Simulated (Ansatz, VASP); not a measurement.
# One calculation of MnSb, two programs

```
CELL_PARAMETERS angstrom
0.00000 2.74817 2.74817
2.74817 0.00000 2.74817
2.74817 2.74817 0.00000
ATOMIC_POSITIONS crystal
Mn 0.00000 0.00000 0.00000
Sb 0.50000 0.50000 0.50000
```

Change from the starting cell: volume scaled by 0.96, crystal datasets.

Alike in both runs: task electric field gradients; functional PBE; k mesh 11 × 11 × 11; occupations fermi-dirac, width 0.03 eV; collinear spin.

```csv
,VASP,Ansatz
version,VASP 6.6.1,Ansatz 0.2.0
potentials or method,"VASP PAW PBE potentials, release 64 (Mn_pv, Sb), cutoff 520 eV","all-electron PAW with datasets made for the crystal, scalar-relativistic"
```

|  | VASP | Ansatz | Ansatz less VASP |
| --- | --- | --- | --- |
| pressure (GPa) | 2.9 | 2.9 | +0.04 |
| net moment per atom (μB) | 1.87 | 1.87 | +0.002 |
| size of the moment on the site where the two differ most (μB) | 3.66 | 3.68 | +0.022 |

Site moments also hang on the region over which each program counts them. Ansatz ran all-electron here, and VASP with PAW potentials.

Spin-orbit coupling is off throughout.
